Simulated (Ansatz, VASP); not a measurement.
**Two plane-wave programs on In**

```xyz
5
Lattice="2.8323 -4.2274 0.0000 2.8323 4.2274 0.0000 0.0000 0.0000 6.4030" Properties=species:S:1:pos:R:3 pbc="T T T"
In    1.4161   -2.1137    1.6008
In    1.4161    2.1137    4.8023
In    1.4161    2.1137    1.6008
In    1.4161   -2.1137    4.8023
In    0.0000    0.0000    0.0000
```

Alike in both runs: task single point; functional PBE; k mesh 4 × 4 × 4; occupations gaussian, width 0.1 eV; no spin polarisation.

|  | VASP | Ansatz |
| --- | --- | --- |
| version | VASP 6.6.1 | Ansatz 0.2.0 |
| potentials or method | VASP PAW PBE potentials, release 64 (In_d), cutoff 520 eV | scalar-relativistic, plane waves, PAW |
| valence electrons in the cell | 65 | 65 |

|  | VASP | Ansatz | Ansatz less VASP |
| --- | --- | --- | --- |
| gap on the k mesh at the Fermi level (eV) | none | none | - |
| pressure (GPa) | 3.9 | 3.9 | -0.02 |
| traceless stress, the component that is largest in VASP (GPa) | 4.42 | 4.42 | -0.001 |
| rms of the force components (eV/Å) | 0.271 | 0.270 | -0.0007 |

Atom by atom the forces differ by 0.001 eV/Å (rms over components). A gap of «none» marks a metal or a gap that the smearing closes. The functional is the same, so the differences come from potentials, cutoffs and numerics.
